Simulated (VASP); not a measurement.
Wanted: the native input for a VASP 6.6.1 run.

```yaml
Task: single point
Functional: PBEsol
Potentials_or_basis: VASP PAW PBE potentials, release 64 (Hf_pv)
Cutoff: 520 eV
k_mesh: 8 × 8 × 5
Occupations: gaussian, width 0.05 eV
Spin: no spin polarisation
Dipole_correction: no
Further_INCAR_settings: ALGO = Normal; EDIFF = 1e-07; NBANDS = 17
```

The structure of Hf lies in POSCAR:

```
Hf
1.0
    3.1612480437      0.0000000000      0.0000000000
   -1.5806240218      2.7377211135      0.0000000000
    0.0000000000      0.0000000000      5.0035138916
Hf
2
Direct
    0.3333333333      0.6666666667      0.2500000000
    0.6666666667      0.3333333333      0.7500000000
```

These files were run (other wordings do the same):

INCAR

```
ALGO = Normal ; EDIFF = 1E-7
ENCUT = 520 ; GGA = PS
ISIF = 2 ; ISMEAR = 0
LASPH = True ; LCHARG = False
LREAL = False ; LWAVE = False
NBANDS = 17 ; NELM = 100
PREC = Accurate ; SIGMA = 0.05
```

KPOINTS

```
k-points
0
Gamma
  8 8 5
```

Potentials or basis: VASP PAW PBE potentials, release 64 (Hf_pv).

Command:

```console
$ cat potpaw_PBE.64/Hf_pv/POTCAR > POTCAR
$ mpirun -np 1 vasp_std > vasp.out
```

It gave:

The pressure is -0.4 GPa and the band gap on the k mesh is zero (band 10 reaches 6.16 eV, above the bottom of band 11 at 4.71 eV).

Caveat: the PAW data sets were made with another functional, which shifts forces and pressure a little; spin-orbit coupling is left out, which moves the levels of the heavy elements.

Run time: 25 s on 1 thread of AMD EPYC 7R43 64-Core Processor (Zen 3) (shared host), peak memory 0.13 GiB.
